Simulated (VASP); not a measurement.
Cu: relaxation of cell and atoms with PBE

The system is Cu.

```
CELL_PARAMETERS angstrom
0.00000 1.83443 1.83443
1.83443 0.00000 1.83443
1.83443 1.83443 0.00000
ATOMIC_POSITIONS crystal
Cu 0.00000 0.00000 0.00000
```

| Item | Value |
| --- | --- |
| Program | VASP 6.6.1 |
| Task | relaxation of cell and atoms |
| Functional | PBE |
| Potentials or basis | VASP PAW PBE potentials, release 64 (Cu) |
| Cutoff | 600 eV |
| k mesh | 20 × 20 × 20 |
| Occupations | gaussian, width 0.1 eV |
| Spin | no spin polarisation |
| Dipole correction | no |
| Further INCAR settings | ALGO = Normal; EDIFF = 1e-06; IBRION = 2; EDIFFG = -0.01; NSW = 80; ISIF = 3 |

The relaxed volume is 12.00 Å³/atom. The relaxed cell is a = 2.570 Å, b = 2.570 Å, c = 2.570 Å, α = 60.00°, β = 60.00°, γ = 60.00° and the space group after relaxing (to 0.05 Å) is Fm-3m (No. 225). The energy gained by relaxing is 3.9 meV/atom. The ionic steps are 3 and the pressure after relaxing is 0.0 GPa.

Step by step:
| step | energy change (eV) | largest force (eV/Å) | pressure (GPa) | volume (Å³) |
| --- | --- | --- | --- | --- |
| 1 | 0.0000 | 0.0000 | -3.45 | 12.35 |
| 2 | -0.0033 | 0.0000 | 1.54 | 11.88 |
| 3 | -0.0039 | 0.0000 | 0.03 | 12.00 |

Final structure:
```
CELL_PARAMETERS angstrom
0.00000 1.81719 1.81719
1.81719 0.00000 1.81719
1.81719 1.81719 0.00000
ATOMIC_POSITIONS crystal
Cu 0.00000 0.00000 0.00000
```

Levels at points of the mesh, in eV from the Fermi level:
```tsv
k point	band 3	band 4	band 5	band 6	band 7	band 8	band 9
(0.00, 0.00, 0.00)	-2.95	-2.95	-2.15	-2.15	22.49	25.01	25.01
(0.50, 0.00, 0.00)	-2.98	-1.59	-1.59	-0.93	3.70	20.99	21.85
(0.50, 0.50, 0.00)	-1.61	-1.45	-1.45	1.54	7.03	12.98	12.98
```

Run time: 24 s on 1 thread of Intel(R) Xeon(R) 6975P-C (Granite Rapids) (shared host), peak memory 0.17 GiB.
